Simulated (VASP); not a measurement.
CoW3: single point with PBEsol

CoW3:

```
CELL_PARAMETERS angstrom
0.00000 3.24634 3.24634
3.24634 0.00000 3.24634
3.24634 3.24634 0.00000
ATOMIC_POSITIONS crystal
W 0.25000 0.25000 0.25000
W 0.75000 0.75000 0.75000
W 0.50000 0.50000 0.50000
Co 0.00000 0.00000 0.00000
```

```yaml
Program: VASP 6.6.1
Task: single point
Functional: PBEsol
Potentials_or_basis: VASP PAW PBE potentials, release 64 (W_sv, Co)
Cutoff: 520 eV
k_mesh: 12 × 12 × 12
Occupations: gaussian, width 0.1 eV
Spin: no spin polarisation
Dipole_correction: no
Further_INCAR_settings: ALGO = Fast; EDIFF = 1e-06; NBANDS = 34
```

The pressure is -35.0 GPa.

Levels at points of the mesh, in eV from the Fermi level:
| k point | band 22 | band 23 | band 24 | band 25 | band 26 | band 27 | band 28 | band 29 | band 30 | band 31 |
| --- | --- | --- | --- | --- | --- | --- | --- | --- | --- | --- |
| (0.00, 0.00, 0.00) | -1.19 | -1.19 | -1.19 | -0.22 | -0.22 | 2.63 | 2.63 | 2.87 | 2.87 | 2.87 |
| (0.50, 0.00, 0.00) | -2.31 | -2.06 | -2.06 | 0.15 | 0.15 | 0.81 | 0.81 | 1.00 | 2.33 | 2.33 |
| (0.50, 0.50, 0.00) | -0.99 | -0.53 | -0.41 | -0.41 | -0.30 | 0.51 | 0.51 | 0.86 | 1.50 | 1.96 |

Run time: 3.3 min on 1 thread of AMD EPYC 9R45 96-Core Processor (Zen 5) (shared host), peak memory 0.27 GiB.

Caveat: the PAW data sets were made with another functional, which shifts forces and pressure a little; spin-orbit coupling is left out, which moves the levels of the heavy elements. Spin polarisation is off, so any magnetic state and its effect on volume and gap are missing.
